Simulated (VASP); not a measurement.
Write the native input for VASP 6.6.1 that does the following.

```
Task                   : single point
Functional             : PBE
Potentials or basis    : VASP PAW PBE potentials, release 64 (Hf_pv, Sc_sv)
Cutoff                 : 520 eV
k mesh                 : 4 × 4 × 4
Occupations            : gaussian, width 0.1 eV
Spin                   : no spin polarisation
Dipole correction      : no
Further INCAR settings : ALGO = Normal; EDIFF = 1e-06; NBANDS = 35
```

The structure of HfSc4 lies in POSCAR:

```
HfSc4
1.0
    5.0015417934      0.0000000000      0.0000000000
    0.0000000000      5.0015417934      0.0000000000
    0.0000000000      0.0000000000      5.0015417934
Hf Sc
1 4
Direct
    0.5000000000      0.5000000000      0.5000000000
    0.5000000000      0.0000000000      0.0000000000
    0.0000000000      0.5000000000      0.0000000000
    0.0000000000      0.0000000000      0.5000000000
    0.0000000000      0.0000000000      0.0000000000
```

The input as run:

INCAR

```
SYSTEM = HfSc4
PREC     = Accurate       ! precision mode
ENCUT    = 520            ! plane-wave cutoff, eV
EDIFF    = 1E-6           ! SCF threshold, eV
ISMEAR   = 0              ! smearing method
SIGMA    = 0.1            ! smearing width, eV
LREAL    = .FALSE.        ! projectors in reciprocal space
LASPH    = .TRUE.         ! aspherical terms in the spheres
NELM     = 100            ! most SCF steps
ALGO     = Normal         ! electronic algorithm
ISIF     = 2              ! what is computed and relaxed
LWAVE    = .FALSE.        ! write WAVECAR
LCHARG   = .FALSE.        ! write CHGCAR
GGA      = PE             ! functional
NBANDS   = 35             ! bands
```

KPOINTS

```
regular mesh
0
G
  4 4 4
  0 0 0
```

Potentials or basis: VASP PAW PBE potentials, release 64 (Hf_pv, Sc_sv).

Run with:

```sh
$ cat potpaw_PBE.64/Hf_pv/POTCAR potpaw_PBE.64/Sc_sv/POTCAR > POTCAR
$ mpirun -np 1 vasp_std > vasp.out
```

It gave:

| Property | Result |
| --- | --- |
| Pressure | 0.3 GPa |
| Band gap on the k mesh | zero (band 27 reaches 4.02 eV, above the bottom of band 28 at 3.19 eV) |

Caveat: spin-orbit coupling is left out, which moves the levels of the heavy elements.

It took 50 s on 1 thread of AMD EPYC 7R13 Processor (Zen 3) (shared host), peak memory 0.22 GiB.
